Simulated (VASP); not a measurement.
# C (R3m) in VASP: notebook

The runs below take C through single point, with PBE.

All numbers are computed with VASP 6.6.1; they aren't measurements. Logs are shortened: lines on timing, memory, paths and dates and some standing lists are left out, and cuts for length are marked.

**1. The cell of the first run**

The structure is trigonal, space group R3m (No. 160). The conventional cell has a = 5.051 Å, b = 5.051 Å, c = 6.186 Å, α = 90.00°, β = 90.00°, γ = 120.00°. C (site symmetry 3m) has 4 C at 1.49 to 1.75 Å within 2.0 Å. C (site symmetry m) has 4 C at 1.55 Å within 2.1 Å. C (site symmetry 3m) has 4 C at 1.55 to 1.75 Å within 2.1 Å. C (site symmetry m) has 4 C at 1.49 to 1.55 Å within 2.0 Å.

**2. Single point, PBE (atom 1 (C) moved -0.200 Å towards its neighbour atom 5 (C) at 1.546 Å)**

Input file INCAR:

```
PREC = Accurate ; ENCUT = 520
EDIFF = 1E-6 ; ISMEAR = 0
SIGMA = 0.05 ; LREAL = False
LASPH = True ; NELM = 100
ALGO = Normal ; ISIF = 2
LWAVE = False ; LCHARG = True
GGA = PE ; LELF = True
LVHAR = True ; NBANDS = 26
```

Input file KPOINTS:

```
regular mesh
0
Gamma
  6 6 6
```

Input file POSCAR:

```
C
1.0
    3.5714750638      0.0000000000      0.0000000000
    0.0000000000     -3.5714750638      0.0000000000
    0.0000000000      0.0000000000     -3.5714750638
C
8
Direct
    0.4676688058      0.0323311942      0.0323311942
    0.0000000000      0.5000000000      0.0000000000
    0.0000000000      0.0000000000      0.5000000000
    0.5000000000      0.5000000000      0.5000000000
    0.7500000000      0.7500000000      0.7500000000
    0.2500000000      0.2500000000      0.7500000000
    0.2500000000      0.7500000000      0.2500000000
    0.7500000000      0.2500000000      0.2500000000
```

Potentials or basis: VASP PAW PBE potentials, release 64 (C).

Command:

```console
> cat potpaw_PBE.64/C/POTCAR > POTCAR
> mpirun -np 1 vasp_std > vasp.out
```

OUTCAR:

```text
PREC = Accurate
   ENCUT = 520
   EDIFF = 1E-6
   ISMEAR = 0
   LREAL = False
   LASPH = True
   NELM = 100
   ISIF = 2
   GGA = PE

 ion  position               nearest neighbor table
   1  0.468  0.032  0.032-   6 1.49   7 1.49   8 1.49   5 1.75
   2  0.000  0.500  0.000-   5 1.55   6 1.55   7 1.55   8 1.55
   3  0.000  0.000  0.500-   5 1.55   6 1.55   7 1.55   8 1.55
   4  0.500  0.500  0.500-   5 1.55   6 1.55   7 1.55   8 1.55
   5  0.750  0.750  0.750-   2 1.55   3 1.55   4 1.55   1 1.75
   6  0.250  0.250  0.750-   1 1.49   2 1.55   3 1.55   4 1.55
   7  0.250  0.750  0.250-   1 1.49   2 1.55   3 1.55   4 1.55
   8  0.750  0.250  0.250-   1 1.49   2 1.55   3 1.55   4 1.55

  LATTYP: Found a simple cubic cell.
 ALAT       =     3.5714750638

  Lattice vectors:

 A1 = (   3.5714750638,   0.0000000000,   0.0000000000)
 A2 = (   0.0000000000,  -3.5714750638,   0.0000000000)
 A3 = (   0.0000000000,   0.0000000000,  -3.5714750638)

Analysis of symmetry for initial positions (statically):
=====================================================================
 Subroutine PRICEL returns:
 Original cell was already a primitive cell.

 Routine SETGRP: Setting up the symmetry group for a
 simple cubic supercell.

 Subroutine GETGRP returns: Found  6 space group operations
 (whereof  2 operations were pure point group operations)
 out of a pool of 48 trial point group operations.

The static configuration has the point symmetry C_1h.
 The point group associated with its full space group is C_3v.

Analysis of symmetry for dynamics (positions and initial velocities):
=====================================================================
 Subroutine PRICEL returns:
 Original cell was already a primitive cell.

 Routine SETGRP: Setting up the symmetry group for a
 simple cubic supercell.

 Subroutine GETGRP returns: Found  6 space group operations
 (whereof  2 operations were pure point group operations)
 out of a pool of 48 trial point group operations.

The dynamic configuration has the point symmetry C_1h.
 The point group associated with its full space group is C_3v.

 Subroutine INISYM returns: Found  6 space group operations
 (whereof  2 operations are pure point group operations),
 and found     1 'primitive' translations

----------------------------------------------------------------------------------------

                                     Primitive cell

  volume of cell :      45.5557

  direct lattice vectors                    reciprocal lattice vectors
     3.571475064  0.000000000  0.000000000     0.279996355  0.000000000  0.000000000
     0.000000000 -3.571475064  0.000000000     0.000000000 -0.279996355  0.000000000
     0.000000000  0.000000000 -3.571475064     0.000000000  0.000000000 -0.279996355

  length of vectors
     3.571475064  3.571475064  3.571475064     0.279996355  0.279996355  0.279996355

  position of ions in fractional coordinates (direct lattice)
     0.467668806  0.032331194  0.032331194
     0.000000000  0.500000000  0.000000000
     0.000000000  0.000000000  0.500000000
     0.500000000  0.500000000  0.500000000
     0.750000000  0.750000000  0.750000000
     0.250000000  0.250000000  0.750000000
     0.250000000  0.750000000  0.250000000
     0.750000000  0.250000000  0.250000000

  ion indices of the primitive-cell ions
   primitive index   ion index
                 1           1
                 2           2
                 3           3
                 4           4
                 5           5
                 6           6
                 7           7
                 8           8

----------------------------------------------------------------------------------------

 KPOINTS: regular mesh

Automatic generation of k-mesh.
 Grid dimensions read from file:
 generate k-points for:    6    6    6

 Generating k-lattice:

  Cartesian coordinates                     Fractional coordinates (reciprocal lattice)
     0.046666059  0.000000000  0.000000000     0.166666667  0.000000000  0.000000000
     0.000000000 -0.046666059  0.000000000     0.000000000  0.166666667  0.000000000
     0.000000000  0.000000000 -0.046666059     0.000000000  0.000000000  0.166666667

  Length of vectors
     0.046666059  0.046666059  0.046666059

  Shift w.r.t. Gamma in fractional coordinates (k-lattice)
     0.000000000  0.000000000  0.000000000

 Subroutine IBZKPT returns following result:
 ===========================================

 Found     32 irreducible k-points:

 Following reciprocal coordinates:
            Coordinates               Weight
  0.000000  0.000000  0.000000      1.000000
  0.166667  0.000000  0.000000      6.000000
  0.333333  0.000000  0.000000      6.000000
  0.500000  0.000000  0.000000      3.000000
  0.166667  0.166667  0.000000      6.000000
  0.000000  0.166667  0.166667      6.000000
[... 16 lines left out ...]
 -0.333333  0.333333  0.166667      6.000000
  0.500000  0.333333  0.166667     12.000000
[... 77 lines left out ...]
      1     -11.8027      2.00000
      2      -3.4889      2.00000
      3      -3.3896      2.00000
      4      -3.3896      2.00000
      5      -2.9975      2.00000
      6      -2.9975      2.00000
[... 18 lines left out ...]
     25      15.9654      0.00000
     26      22.5962      0.00000

 k-point     2 :       0.1667    0.0000    0.0000
  band No.  band energies     occupation
      1     -11.5489      2.00000
      2      -5.6574      2.00000
      3      -3.2310      2.00000
      4      -3.1625      2.00000
      5      -2.8519      2.00000
      6      -2.5479      2.00000
[... 18 lines left out ...]
     25      16.9647      0.00000
     26      22.6808      0.00000

 k-point     3 :       0.3333    0.0000    0.0000
  band No.  band energies     occupation
      1     -10.7943      2.00000
      2      -7.7853      2.00000
      3      -2.8470      2.00000
      4      -2.7536      2.00000
      5      -2.5073      2.00000
      6      -2.1665      2.00000
[... 18 lines left out ...]
     25      19.1551      0.00000
     26      21.8949      0.00000

 k-point     4 :       0.5000    0.0000    0.0000
  band No.  band energies     occupation
      1      -9.7384      2.00000
      2      -9.3081      2.00000
      3      -2.6001      2.00000
      4      -2.4768      2.00000
      5      -2.2949      2.00000
      6      -1.9443      2.00000
[... 18 lines left out ...]
     25      21.0476      0.00000
     26      21.4079      0.00000

 k-point     5 :       0.1667    0.1667    0.0000
  band No.  band energies     occupation
      1     -11.2958      2.00000
      2      -5.6573      2.00000
      3      -5.2096      2.00000
      4      -2.9279      2.00000
      5      -2.7209      2.00000
      6      -0.5826      2.00000
[... 18 lines left out ...]
     25      17.6719      0.00000
     26      22.9142      0.00000

 k-point     6 :       0.0000    0.1667    0.1667
  band No.  band energies     occupation
      1     -11.2959      2.00000
      2      -5.4891      2.00000
      3      -5.3696      2.00000
      4      -3.0839      2.00000
      5      -2.5899      2.00000
      6      -0.4726      2.00000
[... 427 lines left out ...]
 k-point    21 :       0.3333    0.3333    0.1667
  band No.  band energies     occupation
      1      -9.5536      2.00000
      2      -6.8708      2.00000
      3      -6.4372      2.00000
      4      -4.6289      2.00000
      5      -2.5100      2.00000
      6      -0.7668      2.00000
[... 18 lines left out ...]
     25      21.4191      0.00000
     26      21.8016      0.00000

 k-point    22 :       0.1667    0.3333    0.3333
  band No.  band energies     occupation
      1      -9.5559      2.00000
      2      -6.7145      2.00000
      3      -6.5802      2.00000
      4      -4.7768      2.00000
      5      -2.1441      2.00000
      6      -0.5944      2.00000
[... 18 lines left out ...]
     25      21.5782      0.00000
     26      21.6644      0.00000

 k-point    23 :      -0.3333    0.3333    0.1667
  band No.  band energies     occupation
      1      -9.5594      2.00000
      2      -6.7091      2.00000
      3      -6.5656      2.00000
      4      -4.6423      2.00000
      5      -2.5255      2.00000
      6      -0.6796      2.00000
[... 18 lines left out ...]
     25      21.4687      0.00000
     26      21.7356      0.00000

 k-point    24 :       0.5000    0.3333    0.1667
  band No.  band energies     occupation
      1      -8.5317      2.00000
      2      -8.1164      2.00000
      3      -5.7903      2.00000
      4      -5.3570      2.00000
      5      -2.1918      2.00000
      6      -1.8125      2.00000
[... 18 lines left out ...]
     25      20.1738      0.00000
     26      20.8340      0.00000

 [... further k-points ...]
[... 5 lines left out ...]
  --------------------------------------------------------------------------------------
  -------------------------------------------------------------------------------------
  Total        1.1193969      1.1193969      1.1193969      0.1671381      0.1671381      0.1671381
  in kB       39.3687686     39.3687686     39.3687686      5.8781855      5.8781855      5.8781855
  external PRESSURE =      39.3687686 kB  Pullay stress =       0.0000000 kB

 VOLUME and BASIS-vectors are now :
 -----------------------------------------------------------------------------
  energy-cutoff  :      520.00
  volume of cell :       45.56
      direct lattice vectors                 reciprocal lattice vectors
     3.571475064  0.000000000  0.000000000     0.279996355  0.000000000  0.000000000
     0.000000000 -3.571475064  0.000000000     0.000000000 -0.279996355  0.000000000
     0.000000000  0.000000000 -3.571475064     0.000000000  0.000000000 -0.279996355

 POSITION                                       TOTAL-FORCE (eV/Angst)
 -----------------------------------------------------------------------------------
      1.67027     -0.11547     -0.11547         3.986186      3.986186      3.986186
      0.00000     -1.78574      0.00000        -0.797212     -0.797212      0.648653
      0.00000      0.00000     -1.78574        -0.797212      0.648653     -0.797212
      1.78574     -1.78574     -1.78574         0.648653     -0.797212     -0.797212
      2.67861     -2.67861     -2.67861        -0.754167     -0.754167     -0.754167
      0.89287     -0.89287     -2.67861        -1.017245     -1.017245     -0.251757
      0.89287     -2.67861     -0.89287        -1.017245     -0.251757     -1.017245
      2.67861     -0.89287     -0.89287        -0.251757     -1.017245     -1.017245
 -----------------------------------------------------------------------------------
    total drift:                                0.000053      0.000052      0.000053

  FREE ENERGIE OF THE ION-ELECTRON SYSTEM (eV)
  ---------------------------------------------------
  free  energy   TOTEN  =       -71.9924119269 eV

  energy  without entropy=      -71.9924119269  energy(sigma->0) =      -71.99241193
```

Wall time 63 s (1 thread of Intel Xeon 8259CL, shared host); peak memory 0.16 GiB.

What came out:

- Free energy: -71.9924 eV
- Pressure: 3.9 GPa
- Largest force: 6.904 eV/Å
- Band gap on the k mesh: 2.36 eV, direct

Forces on the atoms (eV/Å):
```
C    3.986  3.986  3.986
C   -0.797 -0.797  0.649
C   -0.797  0.649 -0.797
C    0.649 -0.797 -0.797
C   -0.754 -0.754 -0.754
C   -1.017 -1.017 -0.252
C   -1.017 -0.252 -1.017
C   -0.252 -1.017 -1.017
```

Stress tensor (GPa, compression positive):
```
3.94 0.59 0.59
0.59 3.94 0.59
0.59 0.59 3.94
```

Levels at points of the mesh, in eV from the valence-band top:
| k point | band 12 | band 13 | band 14 | band 15 | band 16 | band 17 | band 18 | band 19 | band 20 | band 21 |
| --- | --- | --- | --- | --- | --- | --- | --- | --- | --- | --- |
| (0.00, 0.00, 0.00) | -7.17 | -6.71 | -1.31 | -1.31 | 0.00 | 2.36 | 3.60 | 3.60 | 3.80 | 4.10 |
| (0.50, 0.00, 0.00) | -5.48 | -5.41 | -5.16 | -4.87 | -4.03 | 3.29 | 3.42 | 7.93 | 8.77 | 9.33 |
| (0.50, 0.50, 0.00) | -8.14 | -4.63 | -3.92 | -3.73 | -3.17 | 5.73 | 6.70 | 6.95 | 7.22 | 8.79 |
| (0.50, 0.50, 0.50) | -3.67 | -3.67 | -3.60 | -3.60 | -2.21 | 5.21 | 7.05 | 7.05 | 7.47 | 7.49 |

Caveat: the cell differs from its parent crystal (atom 1 (C) moved -0.200 Å towards its neighbour atom 5 (C) at 1.546 Å); forces of over 1 eV/Å act on the atoms, so gaps and moduli don't describe the material at rest. A k mesh can miss the band edges.

**3. Single point, PBE (atom 1 (C) moved +0.160 Å towards its neighbour atom 5 (C) at 1.546 Å)**

Input file INCAR:

```
PREC = Accurate
ENCUT = 520
EDIFF = 1E-6
ISMEAR = 0
SIGMA = 0.05
LREAL = F
LASPH = T
NELM = 100
ALGO = Normal
ISIF = 2
LWAVE = F
LCHARG = F
GGA = PE
NBANDS = 26
```

KPOINTS is that of step 2.

POSCAR: that of step 2 with these lines changed.

```diff
@@ -8,3 +8,3 @@
 Direct
-    0.4676688058      0.0323311942      0.0323311942
+    0.5258649554     -0.0258649554     -0.0258649554
     0.0000000000      0.5000000000      0.0000000000
```

Potentials or basis: VASP PAW PBE potentials, release 64 (C).

Command:

```console
> cat potpaw_PBE.64/C/POTCAR > POTCAR
> mpirun -np 1 vasp_std > vasp.out
```

Run time: 64 s. Hardware: 1 thread of Intel Xeon 8259CL, shared host; peak memory 0.16 GiB.

It converged, with:

```
Free energy            : -72.0911 eV
Pressure               : 3.9 GPa
Largest force          : 8.771 eV/Å
Band gap on the k mesh : 3.60 eV, indirect (least direct gap 3.68 eV)
```

Forces on the atoms (eV/Å):
```
C   -5.064 -5.064 -5.064
C    0.583  0.583 -0.541
C    0.583 -0.541  0.583
C   -0.541  0.583  0.583
C    2.432  2.432  2.432
C    0.793  0.793  0.421
C    0.793  0.421  0.793
C    0.421  0.793  0.793
```

Stress tensor (GPa, compression positive):
```
3.95 3.00 3.00
3.00 3.95 3.00
3.00 3.00 3.95
```

Levels at points of the mesh, in eV from the valence-band top:
| k point | band 12 | band 13 | band 14 | band 15 | band 16 | band 17 | band 18 | band 19 | band 20 | band 21 |
| --- | --- | --- | --- | --- | --- | --- | --- | --- | --- | --- |
| (0.00, 0.00, 0.00) | -6.42 | -6.42 | -1.02 | 0.00 | 0.00 | 3.68 | 3.68 | 4.29 | 4.41 | 4.41 |
| (0.50, 0.00, 0.00) | -4.91 | -4.64 | -4.36 | -4.20 | -4.02 | 3.76 | 4.15 | 9.30 | 9.38 | 9.47 |
| (0.50, 0.50, 0.00) | -7.68 | -3.65 | -3.55 | -3.37 | -2.76 | 6.61 | 7.52 | 7.54 | 7.78 | 8.72 |
| (0.50, 0.50, 0.50) | -3.17 | -3.17 | -3.13 | -2.45 | -2.45 | 6.77 | 6.77 | 7.81 | 8.04 | 8.04 |

Caveat: the cell differs from its parent crystal (atom 1 (C) moved +0.160 Å towards its neighbour atom 5 (C) at 1.546 Å); forces of over 1 eV/Å act on the atoms, so gaps and moduli don't describe the material at rest.

**4. Single point, PBE (atom 1 (C) moved +0.200 Å towards its neighbour atom 5 (C) at 1.546 Å)**

Input file INCAR:

```
PREC = Accurate ; ENCUT = 520
EDIFF = 1E-7 ; ISMEAR = 0
SIGMA = 0.05 ; LREAL = False
LASPH = True ; NELM = 60
ALGO = Normal ; ISIF = 2
LWAVE = False ; LCHARG = False
GGA = PE ; NBANDS = 26
```

KPOINTS is that of step 3.

POSCAR: that of step 3 with these lines changed.

```diff
@@ -8,3 +8,3 @@
 Direct
-    0.5258649554     -0.0258649554     -0.0258649554
+    0.5323311942     -0.0323311942     -0.0323311942
     0.0000000000      0.5000000000      0.0000000000
```

Command:

```console
> cat potpaw_PBE.64/C/POTCAR > POTCAR
> mpirun -np 1 vasp_std > vasp.out
```

Wall time 55 s (1 thread of Intel Xeon 8259CL, shared host); peak memory 0.16 GiB.

The run converged. Its results:

```yaml
Free_energy: -71.6838 eV
Pressure: 6.0 GPa
Largest_force: 11.656 eV/Å
Band_gap_on_the_k_mesh: 3.36 eV, indirect (least direct gap 3.37 eV)
```

Forces on the atoms (eV/Å):
```
C   -6.730 -6.730 -6.730
C    0.728  0.728 -0.678
C    0.728 -0.678  0.728
C   -0.678  0.728  0.728
C    3.483  3.483  3.483
C    0.958  0.958  0.554
C    0.958  0.554  0.958
C    0.554  0.958  0.958
```

Stress tensor (GPa, compression positive):
```
6.04 4.63 4.63
4.63 6.04 4.63
4.63 4.63 6.04
```

Levels at points of the mesh, in eV from the valence-band top:
```csv
k point,band 12,band 13,band 14,band 15,band 16,band 17,band 18,band 19,band 20,band 21
"(0.00, 0.00, 0.00)",-6.45,-6.45,-1.25,0.00,0.00,3.37,3.37,4.15,4.31,4.31
"(0.50, 0.00, 0.00)",-5.01,-4.79,-4.43,-4.15,-4.00,3.53,4.08,8.99,9.02,9.14
"(0.50, 0.50, 0.00)",-7.71,-3.77,-3.71,-3.47,-2.70,6.20,7.40,7.40,7.74,8.38
"(0.50, 0.50, 0.50)",-3.26,-3.26,-3.23,-2.35,-2.35,6.33,6.33,7.53,7.93,7.93
```

Caveat: the cell differs from its parent crystal (atom 1 (C) moved +0.200 Å towards its neighbour atom 5 (C) at 1.546 Å); forces of over 1 eV/Å act on the atoms, so gaps and moduli don't describe the material at rest. A k mesh can miss the band edges.

**5. Single point, PBE (atom 1 (C) moved -0.160 Å towards its neighbour atom 5 (C) at 1.546 Å)**

Input file INCAR:

```
SYSTEM = C
ALGO = Normal
EDIFF = 1E-6
ENCUT = 520
GGA = PE
ISIF = 2
ISMEAR = 0
LASPH = .TRUE.
LCHARG = .TRUE.
LELF = .TRUE.
LREAL = .FALSE.
LVHAR = .TRUE.
LWAVE = .FALSE.
NBANDS = 26
NELM = 80
PREC = Accurate
SIGMA = 0.05
```

Input file KPOINTS:

```
k-points
0
G
  6 6 6
  0 0 0
```

POSCAR: that of step 4 with these lines changed.

```diff
@@ -8,3 +8,3 @@
 Direct
-    0.5323311942     -0.0323311942     -0.0323311942
+    0.4741350446      0.0258649554      0.0258649554
     0.0000000000      0.5000000000      0.0000000000
```

Command:

```console
> cat potpaw_PBE.64/C/POTCAR > POTCAR
> mpirun -np 1 vasp_std > vasp.out
```

Run time: 55 s. Hardware: 1 thread of Intel Xeon 8259CL, shared host; peak memory 0.16 GiB.

Results (log left out):

- Free energy: -72.2469 eV
- Pressure: 2.9 GPa
- Largest force: 5.802 eV/Å
- Band gap on the k mesh: 2.87 eV, direct

Forces on the atoms (eV/Å):
```
C    3.350  3.350  3.350
C   -0.630 -0.630  0.523
C   -0.630  0.523 -0.630
C    0.523 -0.630 -0.630
C   -0.726 -0.726 -0.726
C   -0.832 -0.832 -0.223
C   -0.832 -0.223 -0.832
C   -0.223 -0.832 -0.832
```

Stress tensor (GPa, compression positive):
```
2.88 0.25 0.25
0.25 2.88 0.25
0.25 0.25 2.88
```

Levels at points of the mesh, in eV from the valence-band top:
```csv
k point,band 12,band 13,band 14,band 15,band 16,band 17,band 18,band 19,band 20,band 21
"(0.00, 0.00, 0.00)",-7.00,-6.62,-1.06,-1.06,0.00,2.87,3.84,3.84,3.99,4.25
"(0.50, 0.00, 0.00)",-5.23,-5.23,-4.96,-4.72,-4.08,3.55,3.63,8.44,9.11,9.56
"(0.50, 0.50, 0.00)",-8.07,-4.32,-3.74,-3.58,-3.16,6.26,6.94,7.14,7.38,9.03
"(0.50, 0.50, 0.50)",-3.50,-3.50,-3.44,-3.44,-2.33,5.84,7.32,7.32,7.66,7.69
```

Caveat: the cell differs from its parent crystal (atom 1 (C) moved -0.160 Å towards its neighbour atom 5 (C) at 1.546 Å); forces of over 1 eV/Å act on the atoms, so gaps and moduli don't describe the material at rest. A k mesh can miss the band edges.
